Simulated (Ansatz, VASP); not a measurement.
# HC6 in VASP and in Ansatz

INCAR

```
SYSTEM = HC6
PREC     = Accurate       ! precision mode
ENCUT    = 520            ! plane-wave cutoff, eV
EDIFF    = 1E-7           ! SCF threshold, eV
ISMEAR   = 0              ! smearing method
SIGMA    = 0.1            ! smearing width, eV
LREAL    = .False.        ! projectors in reciprocal space
LASPH    = .True.         ! aspherical terms in the spheres
NELM     = 60             ! most SCF steps
ALGO     = Normal         ! electronic algorithm
ISIF     = 2              ! what is computed and relaxed
LWAVE    = .False.        ! write WAVECAR
LCHARG   = .False.        ! write CHGCAR
LDIPOL   = .True.       
IDIPOL   = 3            
DIPOL    = 0.5 0.5 0.307
GGA      = CA             ! functional
NBANDS   = 38             ! bands
```

KPOINTS

```
regular mesh
0
Gamma
  6 3 1
  0 0 0
```

Contents of POSCAR:

```
HC6
1.0
    4.8889075235      0.0000000000      0.0000000000
   -1.2222268809      8.7842777898      0.0000000000
    0.0000000000      0.0000000000     22.7472999250
C H
12 2
Direct
    0.0193593843      0.0774375370      0.1758450459
    0.5193593842      0.0774375370      0.1758450459
    0.2741992303      0.0967969212      0.2059521363
    0.7741992303      0.0967969212      0.2059521363
    0.2838789224      0.1355156897      0.2661663168
    0.7838789224      0.1355156897      0.2661663168
    0.0386178296      0.1544718076      0.2954947895
    0.5386178296      0.1544718076      0.2954947895
    0.0488209147      0.1952857701      0.3583563417
    0.5488209147      0.1952857701      0.3583563417
    0.3031079910      0.2124325380      0.3845423393
    0.8031079910      0.2124325380      0.3845423393
    0.0488209147      0.0692836630      0.4605953216
    0.0488209147      0.3212878772      0.4605953216
```

Input for Ansatz:

```yaml
crystal:
  lattice:
    - [4.8889075235, 0.0, 0.0]
    - [-1.2222268809, 8.7842777898, 0.0]
    - [0.0, 0.0, 22.747299925]
  atoms:
    - { symbol: C, position: [0.0193593843, 0.077437537, 0.1758450459] }
    - { symbol: C, position: [0.5193593842, 0.077437537, 0.1758450459] }
    - { symbol: C, position: [0.2741992303, 0.0967969212, 0.2059521363] }
    - { symbol: C, position: [0.7741992303, 0.0967969212, 0.2059521363] }
    - { symbol: C, position: [0.2838789224, 0.1355156897, 0.2661663168] }
    - { symbol: C, position: [0.7838789224, 0.1355156897, 0.2661663168] }
    - { symbol: C, position: [0.0386178296, 0.1544718076, 0.2954947895] }
    - { symbol: C, position: [0.5386178296, 0.1544718076, 0.2954947895] }
    - { symbol: C, position: [0.0488209147, 0.1952857701, 0.3583563417] }
    - { symbol: C, position: [0.5488209147, 0.1952857701, 0.3583563417] }
    - { symbol: C, position: [0.303107991, 0.212432538, 0.3845423393] }
    - { symbol: C, position: [0.803107991, 0.212432538, 0.3845423393] }
    - { symbol: H, position: [0.0488209147, 0.069283663, 0.4605953216] }
    - { symbol: H, position: [0.0488209147, 0.3212878772, 0.4605953216] }
basis:
  ecutwfc: 420
kpoints:
  mp_grid: { grid: [6, 3, 1] }
hamiltonian:
  xc: lda
  pseudopotentials: { kind: paw, azcp: { folder: soft_1 } }
scf:
  occupations: { method: gaussian, width: 0.1 }
output:
  forces: true
  eigenvalues: true
efield:
  axis: 3
  dipole_correction: true
  ramp_width: 0.04
```

Alike in both runs: task single point; functional LDA; k mesh 6 × 3 × 1; occupations gaussian, width 0.1 eV; no spin polarisation.

|  | VASP | Ansatz |
| --- | --- | --- |
| version | VASP 6.6.1 | Ansatz 0.2.0 |
| potentials or method | VASP PAW LDA potentials, release 64 (C, H), cutoff 520 eV | scalar-relativistic, plane waves, PAW |
| valence electrons in the cell | 50 | 50 |

|  | VASP | Ansatz | Ansatz less VASP |
| --- | --- | --- | --- |
| gap on the k mesh at the Fermi level (eV) | 0.04 | 0.04 | -0.001 |
| least direct gap on the mesh (eV) | 0.04 | 0.04 | -0.001 |
| rms of the force components (eV/Å) | 1.117 | 1.123 | +0.0054 |

Ansatz warns that its potentials were made for another functional, while VASP's fit it. LDA's correlation is that of Perdew and Zunger in VASP and of Perdew and Wang (1992) in Ansatz. Atom by atom the forces differ by 0.025 eV/Å (rms over components).
